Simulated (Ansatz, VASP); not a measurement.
One calculation of H, two programs

```xyz
4
Lattice="2.5040 -2.4491 0.0419 2.6067 2.5540 0.0089 0.0401 -0.0266 3.9979" Properties=species:S:1:pos:R:3 pbc="T T T"
H     2.4955   -2.2563    0.3315
H     2.5800    0.2912    1.7624
H     2.5795   -0.1922    2.2861
H     2.6465    2.3139    3.7173
```

Alike in both runs: task single point; functional PBE; k mesh 6 × 6 × 6; occupations gaussian, width 0.02 eV; no spin polarisation.

```csv
,VASP,Ansatz
version,VASP 6.6.1,Ansatz 0.2.0
potentials or method,"VASP PAW PBE potentials, release 64 (H), cutoff 520 eV","scalar-relativistic, plane waves, PAW"
valence electrons in the cell,4,4
```

```tsv
	VASP	Ansatz	Ansatz less VASP
gap on the k mesh at the Fermi level (eV)	9.28	9.28	+0.002
pressure (GPa)	2.3	2.6	+0.22
traceless stress, the component that is largest in VASP (GPa)	-2.32	-2.36	-0.041
rms of the force components (eV/Å)	0.911	0.919	+0.0079
```

Atom by atom the forces differ by 0.008 eV/Å (rms over components).
